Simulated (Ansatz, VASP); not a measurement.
**PbS in VASP and in Ansatz**

Contents of INCAR:

```
PREC = Accurate
ENCUT = 520
EDIFF = 1E-7
ISMEAR = -1
SIGMA = 0.01
LREAL = False
LASPH = True
NELM = 80
ALGO = Normal
ISIF = 2
LWAVE = False
LCHARG = False
GGA = CA
NBANDS = 17
```

The input KPOINTS:

```
regular mesh
0
Gamma
  8 8 8
```

POSCAR

```
PbS
1.0
    0.0000000000      2.9353500000      2.9650000000
    2.9353500000      0.0000000000      2.9650000000
    2.9353500000      2.9353500000      0.0000000000
Pb S
1 1
Direct
    0.0000000000      0.0000000000      0.0000000000
    0.5000000000      0.5000000000      0.5000000000
```

Input for Ansatz:

```yaml
crystal:
  lattice:
    - [0.0, 2.93535, 2.965]
    - [2.93535, 0.0, 2.965]
    - [2.93535, 2.93535, 0.0]
  atoms:
    - { symbol: Pb, position: [0.0, 0.0, 0.0] }
    - { symbol: S, position: [0.5, 0.5, 0.5] }
kpoints:
  mp_grid: { grid: [8, 8, 8] }
  band_path:
    path:
      - [0.0, 0.0, 0.0]
      - [0.0, 0.5, 0.5]
      - [0.25, 0.75, 0.5]
      - [0.0, 0.5, 0.0]
      - [0.0, 0.0, 0.0]
      - [0.5, 0.5, 0.0]
      - [0.3725125, 0.6274875, 0.0]
      - [-0.3725125, 0.3725125, 0.0]
      - [0.0, 0.0, 0.0]
    npoints: 5
scf:
  occupations: { method: fermi_dirac, width: 0.01 }
hamiltonian:
  xc: lda
  pseudopotentials: { kind: all_electron, lapw: { basis_error: 0.0005 } }
output:
  forces: true
  stress: true
  eigenvalues: true
```

Change from the starting cell: equal xx and yy strain of -1 %.

Alike in both runs: task single point; functional LDA; k mesh 8 × 8 × 8; occupations fermi-dirac, width 0.01 eV; no spin polarisation.

|  | VASP | Ansatz |
| --- | --- | --- |
| version | VASP 6.6.1 | Ansatz 0.2.0 |
| potentials or method | VASP PAW LDA potentials, release 64 (Pb_d, S), cutoff 520 eV | all-electron LAPW, scalar-relativistic |

|  | VASP | Ansatz | Ansatz less VASP |
| --- | --- | --- | --- |
| pressure (GPa) | -1.3 | -1.4 | -0.03 |
| traceless stress, the component that is largest in VASP (GPa) | -0.87 | -0.87 | +0.008 |

LDA's correlation is that of Perdew and Zunger in VASP and of Perdew and Wang (1992) in Ansatz. Ansatz ran all-electron here, and VASP with PAW potentials.

Spin-orbit coupling is off throughout.
